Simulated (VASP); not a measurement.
# Na5H (P6/mmm) in VASP: notebook

Na5H is run at these levels: PBE; tasks: single point.

All numbers are computed with VASP 6.6.1; they aren't measurements. Logs are shortened: lines on timing, memory, paths and dates and some standing lists are left out, and cuts for length are marked.

### Step 1. The cell of the first run

The structure is hexagonal, space group P6/mmm (No. 191). Conventional cell: a = 5.333 Å, b = 5.333 Å, c = 4.334 Å, α = 90.00°, β = 90.00°, γ = 120.00°. Na (site symmetry mmm) has 8 Na at 2.66 to 2.67 Å and 4 H at 3.44 Å within 3.5 Å. Na (site symmetry -6m2) has 9 Na at 2.66 to 3.08 Å and 3 H at 3.08 Å within 3.5 Å. Within 4.1 Å of H (site symmetry 6/mmm) lie 18 Na at 3.08 to 3.44 Å.

### Step 2. Single point, PBE

Contents of INCAR:

```
SYSTEM = Na5H
PREC = Accurate ; ENCUT = 520
EDIFF = 1E-6 ; ISMEAR = 0
SIGMA = 0.1 ; LREAL = .False.
LASPH = .True. ; NELM = 60
ALGO = Normal ; ISIF = 2
LWAVE = .False. ; LCHARG = .False.
GGA = PE ; NBANDS = 27
```

Contents of KPOINTS:

```
regular mesh
0
Gamma
  6 6 4
  0 0 0
```

Contents of POSCAR:

```
Na5H
1.0
    5.3326335100      0.0000000000      0.0000000000
   -2.6663167500      4.6181960800      0.0000000000
    0.0000000000      0.0000000000      4.3340418400
Na H
5 1
Direct
    0.0000000000      0.5000000000      0.5000000000
    0.3333333300      0.6666666700      0.0000000000
    0.6666666700      0.3333333300      0.0000000000
    0.5000000000      0.0000000000      0.5000000000
    0.5000000000      0.5000000000      0.5000000000
    0.0000000000      0.0000000000      0.0000000000
```

Potentials or basis: VASP PAW PBE potentials, release 64 (Na_pv, H).

Run with:

```
cat potpaw_PBE.64/Na_pv/POTCAR potpaw_PBE.64/H/POTCAR > POTCAR
mpirun -np 1 vasp_std > vasp.out
```

OUTCAR:

```text
SYSTEM = Na5H
   PREC = Accurate
   ENCUT = 520
   EDIFF = 1E-6
   ISMEAR = 0
   LREAL = .False.
   LASPH = .True.
   NELM = 60
   ISIF = 2
   GGA = PE

 ion  position               nearest neighbor table
   1  0.000  0.500  0.500-   2 2.66   3 2.66   2 2.66   3 2.66   4 2.67   4 2.67   5 2.67   5 2.67

   2  0.333  0.667  0.000-   4 2.66   4 2.66   1 2.66   1 2.66   5 2.66   5 2.66
   3  0.667  0.333  0.000-   4 2.66   4 2.66   1 2.66   1 2.66   5 2.66   5 2.66
   4  0.500  0.000  0.500-   2 2.66   3 2.66   2 2.66   3 2.66   5 2.67   5 2.67   1 2.67   1 2.67

   5  0.500  0.500  0.500-   2 2.66   3 2.66   2 2.66   3 2.66   4 2.67   4 2.67   1 2.67   1 2.67

   6  0.000  0.000  0.000-

  LATTYP: Found a hexagonal cell.
 ALAT       =     5.3326335100
 C/A-ratio  =     0.8127394901

  Lattice vectors:

 A1 = (   5.3326335100,   0.0000000000,   0.0000000000)
 A2 = (  -2.6663167500,   4.6181960800,   0.0000000000)
 A3 = (   0.0000000000,   0.0000000000,   4.3340418400)

Analysis of symmetry for initial positions (statically):
=====================================================================
 Subroutine PRICEL returns:
 Original cell was already a primitive cell.

 Routine SETGRP: Setting up the symmetry group for a
 hexagonal supercell.

 Subroutine GETGRP returns: Found 24 space group operations
 (whereof 24 operations were pure point group operations)
 out of a pool of 24 trial point group operations.

The static configuration has the point symmetry D_6h.

Analysis of symmetry for dynamics (positions and initial velocities):
=====================================================================
 Subroutine PRICEL returns:
 Original cell was already a primitive cell.

 Routine SETGRP: Setting up the symmetry group for a
 hexagonal supercell.

 Subroutine GETGRP returns: Found 24 space group operations
 (whereof 24 operations were pure point group operations)
 out of a pool of 24 trial point group operations.

The dynamic configuration has the point symmetry D_6h.

 Subroutine INISYM returns: Found 24 space group operations
 (whereof 24 operations are pure point group operations),
 and found     1 'primitive' translations

[... 94 lines left out ...]
   LSORBIT =      F    spin-orbit coupling
   LASPH  =      T    aspherical Exc in radial PAW
   ENCUT  =  520.0 eV  38.22 Ry    6.18 a.u.   9.92  9.92  8.06*2*pi/ulx,y,z
   NELM   =     60;   NELMIN=  2; NELMDL= -5     # of ELM steps
   EDIFF  = 0.1E-05   stopping-criterion for ELM
   LREAL  =      F    real-space projection
   EDIFFG = 0.1E-04   stopping-criterion for IOM
   NSW    =      0    number of steps for IOM
   IBRION =     -1    ionic relax: 0-MD 1-quasi-New 2-CG
   NFREE  =      0    steps in history (QN), initial steepest desc. (CG)
   ISIF   =      2    stress and relaxation
   ISYM   =      2    0-nonsym 1-usesym 2-fastsym
   POTIM  = 0.5000    time-step for ionic-motion
   TEBEG  =    0.0;   TEEND  =   0.0 temperature during run
   PSTRESS=    0.0 pullay stress
   NELECT =      36.0000    total number of electrons
   NUPDOWN=      -1.0000    fix difference up-down
   EMIN   =  10.00;   EMAX   =-10.00  energy-range for DOS
   EFERMI =   0.00;   METHOD = LEGACY
   ISMEAR =     0;   SIGMA  =   0.10  broadening in eV -4-tet -1-fermi 0-gaus
   EFERMI_NEDOS =   21; number of points for ismear=-14 and -15
   IALGO  =     38    algorithm
   IMIX   =      4    mixing-type and parameters
     AMIX     =   0.40;   BMIX     =  1.00
     AMIX_MAG =   1.60;   BMIX_MAG =  1.00
  volume/ion in A,a.u.               =      17.79       120.05
  Fermi-wavevector in a.u.,A,eV,Ry     =   1.139567  2.153470 17.668707  1.298613
  Thomas-Fermi vector in A             =   2.276270
   LORBIT       =      0    0 simple, 1 ext, 2 COOP (PROOUT), +10 PAW based schemes
   GGA     = PE    functional components
   LHFCALC =     F    Hartree Fock is set to
   AEXX    =    0.0000 exact exchange contribution
   IVDW    =     0    specifies the selected vdW correction
   LEPSILON=     F    determine dielectric tensor
   LRPA    =     F    only Hartree local field effects (RPA)
 non-spin polarized calculation
 Gauss-broadening in eV      SIGMA  =   0.10
  energy-cutoff  :      520.00
  volume of cell :      106.74
 maximum number of plane-waves:      2904
 NGX is ok and might be reduce to    40
   NGX = 19   NGY = 19   NGZ = 17

 number of electron      35.9999972 magnetization

 Free energy of the ion-electron system (eV)
  ---------------------------------------------------
  ext. energy  EPLUGINS =         0.00000000
  ---------------------------------------------------
  free energy    TOTEN  =        -3.46563044 eV

  energy without entropy =       -3.45581729  energy(sigma->0) =       -3.46072387

 E-fermi :   2.9967     XC(G=0):  -8.2487

 val. band max:        2.8745359622   @ k =   0.3333   0.3333   0.5000
 cond. band min:       3.0296314663   @ k =   0.1667   0.1667   0.2500
 fundamental gap:      0.1550955041
 Fermi energy:         2.9966895137

 k-point     1 :       0.0000    0.0000    0.0000
  band No.  band energies     occupation
      1     -23.4298      2.00000
      2     -23.4070      2.00000
      3     -23.1754      2.00000
      4     -23.1754      2.00000
      5     -23.0502      2.00000
      6     -23.0502      2.00000
[... 619 lines left out ...]
     26       8.7680      0.00000
     27      10.6786      0.00000

------------------------ aborting loop because EDIFF is reached ----------------------------------------

  FORCE on cell =-STRESS in cart. coord.  units (eV):
  Direction    XX          YY          ZZ          XY          YZ          ZX
  --------------------------------------------------------------------------------------
  -------------------------------------------------------------------------------------
  Total       10.6784754     10.6784754     16.5195128      0.0000000     -0.0000000      0.0000000
  in kB      160.2922886    160.2922880    247.9708398      0.0000002     -0.0000000      0.0000000
  external PRESSURE =     189.5184721 kB  Pullay stress =       0.0000000 kB

 VOLUME and BASIS-vectors are now :
 -----------------------------------------------------------------------------
  energy-cutoff  :      520.00
  volume of cell :      106.74
      direct lattice vectors                 reciprocal lattice vectors
     5.332633510  0.000000000  0.000000000     0.187524606  0.108267382  0.000000000
    -2.666316750  4.618196080  0.000000000     0.000000000  0.216534764  0.000000000
     0.000000000  0.000000000  4.334041840     0.000000000  0.000000000  0.230731506

 POSITION                                       TOTAL-FORCE (eV/Angst)
 -----------------------------------------------------------------------------------
     -1.33316      2.30910      2.16702         0.000000      0.000000      0.000000
     -0.00000      3.07880      0.00000         0.000000      0.000000      0.000000
      2.66632      1.53940      0.00000        -0.000000     -0.000000     -0.000000
      2.66632      0.00000      2.16702        -0.000000      0.000000      0.000000
      1.33316      2.30910      2.16702        -0.000000      0.000000      0.000000
      0.00000      0.00000      0.00000        -0.000000      0.000000      0.000000
 -----------------------------------------------------------------------------------
    total drift:                                0.000000     -0.000000      0.000000

  FREE ENERGIE OF THE ION-ELECTRON SYSTEM (eV)
  ---------------------------------------------------
  free  energy   TOTEN  =        -3.4656304431 eV

  energy  without entropy=       -3.4558172881  energy(sigma->0) =       -3.46072387
```

OSZICAR:

```text
N       E                     dE             d eps       ncg     rms          rms(c)
DAV:   1     0.364281458112E+03    0.36428E+03   -0.19456E+04  1134   0.158E+03
DAV:   2     0.194870741421E+02   -0.34479E+03   -0.33965E+03  1134   0.448E+02
DAV:   3    -0.331677118502E+01   -0.22804E+02   -0.22701E+02  1283   0.133E+02
DAV:   4    -0.380333335009E+01   -0.48656E+00   -0.48636E+00  1338   0.212E+01
DAV:   5    -0.381240342926E+01   -0.90701E-02   -0.90697E-02  1294   0.292E+00    0.267E+00
DAV:   6    -0.349122453344E+01    0.32118E+00   -0.35181E-01  1533   0.211E+00    0.100E+00
DAV:   7    -0.346597247673E+01    0.25252E-01   -0.18984E-01  1489   0.181E+00    0.535E-01
DAV:   8    -0.346687343970E+01   -0.90096E-03   -0.39366E-02  1393   0.135E+00    0.155E-01
DAV:   9    -0.346563877792E+01    0.12347E-02   -0.93957E-03  1345   0.942E-01    0.626E-02
DAV:  10    -0.346565812990E+01   -0.19352E-04   -0.94732E-04  1253   0.177E-01    0.437E-02
DAV:  11    -0.346562773760E+01    0.30392E-04   -0.22541E-04  1616   0.910E-02    0.116E-02
DAV:  12    -0.346563081708E+01   -0.30795E-05   -0.46430E-05  1218   0.562E-02    0.679E-03
DAV:  13    -0.346563044310E+01    0.37398E-06   -0.32003E-06  1113   0.146E-02
   1 F= -.34656304E+01 E0= -.34607239E+01  d E =-.981316E-02
```

Wall time 61 s (1 thread of AMD EPYC 7R43 (Zen 3), shared host); peak memory 0.19 GiB.

Results:

```yaml
Free_energy: -3.4656 eV
Pressure: 19.0 GPa
Band_gap_on_the_k_mesh: zero (band 18 reaches 4.24 eV, above the bottom of band 19 at 2.01 eV)
```

Stress tensor (GPa, compression positive):
```
16.03  0.00  0.00
 0.00 16.03  0.00
 0.00  0.00 24.80
```

Levels at points of the mesh, in eV from the Fermi level:
```csv
k point,band 14,band 15,band 16,band 17,band 18,band 19,band 20,band 21,band 22,band 23
"(0.00, 0.00, 0.00)",-25.82,-25.78,-5.54,-0.89,1.25,1.76,1.76,1.77,1.77,2.26
"(0.50, 0.00, 0.00)",-25.82,-25.82,-4.10,-3.43,-0.85,0.19,3.11,3.44,3.75,3.96
"(0.00, 0.00, 0.50)",-25.83,-25.83,-4.06,-2.98,0.72,2.20,3.06,3.06,3.22,3.22
"(0.50, 0.00, 0.50)",-25.86,-25.83,-3.22,-1.46,-1.34,-0.99,1.06,1.67,1.81,2.36
```

Caveat: the k points lie up to 0.36 Å⁻¹ apart.

[end of part 1 of 3]
